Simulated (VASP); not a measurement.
Mg2Br3:

```
Mg Br
1.0
     5.14658   -0.07087   -0.02044
    -0.07087    5.25881    0.04004
    -0.04087    0.08007   10.39905
Mg Br
4 6
Direct
  0.02758 0.02003 0.52024
  0.03351 0.00757 0.99803
  0.50311 0.46482 0.25685
  0.49403 0.50075 0.75265
  0.98441 0.46259 0.24677
  0.97666 0.52014 0.74688
  0.49221 0.01994 0.23434
  0.47154 0.00114 0.74944
  0.50330 0.50535 0.98625
  0.51365 0.49766 0.50854
```

```yaml
Program: VASP 6.6.1
Task: relaxation of cell and atoms
Functional: PBE
Potentials_or_basis: VASP PAW PBE potentials, release 64 (Mg, Br)
Cutoff: 600 eV
k_mesh: 4 × 4 × 2
Occupations: gaussian, width 0.2 eV
Spin: no spin polarisation
```

At the start: pressure 2.0 GPa; volume 28.14 Å³/atom.

Q: Where does the relaxation end?

A: Over 40 steps the energy falls by 104.6 meV/atom and the volume is 31.01 Å³/atom (+10.2 %); space group P1 (No. 1, to 0.1 Å) before and after.

The path:
```tsv
step	energy change (eV)	largest force (eV/Å)	pressure (GPa)	volume (Å³)
1	0.0000	1.9577	2.04	281.38
2	-0.3724	0.5841	-0.20	296.24
3	-0.3964	0.2811	-0.81	302.19
4	-0.4443	0.2390	-0.39	296.63
5	-0.4662	0.2609	0.21	290.02
6	-0.4834	0.2782	0.17	290.45
7	-0.5231	0.3228	0.08	291.69
8	-0.5469	0.5585	0.10	294.01
9	-0.5549	0.5621	0.09	294.32
10	-0.5786	0.5742	0.06	295.24
11	-0.6229	0.6031	0.02	297.08
12	-0.6919	0.6707	0.05	300.73
13	-0.6715	0.7941	0.60	307.92
14	-0.7169	0.7205	0.17	303.15
15	-0.7834	0.5607	0.04	304.96
16	-0.8899	0.3537	-0.15	310.33
17	-0.8973	0.3412	-0.16	312.02
18	-0.9382	0.2510	-0.07	310.92
19	-0.9596	0.1477	0.12	309.35
20	-0.9705	0.1273	-0.04	311.20
21	-0.9769	0.1455	-0.29	314.28
22	-0.9844	0.1415	-0.18	313.05
23	-0.9958	0.1255	0.14	309.38
24	-1.0047	0.1225	0.08	310.13
25	-1.0123	0.1090	-0.01	311.66
26	-1.0174	0.0922	-0.01	311.88
27	-1.0217	0.0649	0.00	312.29
28	-1.0264	0.0606	-0.02	312.55
29	-1.0297	0.0848	-0.04	312.95
30	-1.0340	0.0488	0.04	311.75
31	-1.0356	0.0570	0.14	310.48
32	-1.0380	0.0499	0.03	311.55
33	-1.0389	0.0573	-0.09	312.82
34	-1.0407	0.0475	-0.06	312.13
35	-1.0419	0.0330	0.00	310.94
36	-1.0427	0.0291	0.00	310.80
37	-1.0437	0.0341	0.00	310.38
38	-1.0447	0.0255	0.00	310.32
39	-1.0451	0.0306	0.00	310.24
40	-1.0458	0.0202	0.02	310.07
```

Final structure:
```
CELL_PARAMETERS angstrom
5.37319 0.06460 0.05820
0.05777 5.36977 0.06977
0.11637 0.12813 10.75073
ATOMIC_POSITIONS crystal
Mg 0.09417 0.10913 0.55473
Mg 0.11185 0.10998 0.05062
Mg 0.49166 0.48372 0.24511
Mg 0.48785 0.49064 0.74349
Br 0.98173 0.45796 0.23139
Br 0.97799 0.46766 0.73364
Br 0.46568 0.97521 0.22882
Br 0.45846 0.98074 0.73340
Br 0.46908 0.46306 0.98921
Br 0.46152 0.46187 0.48959
```
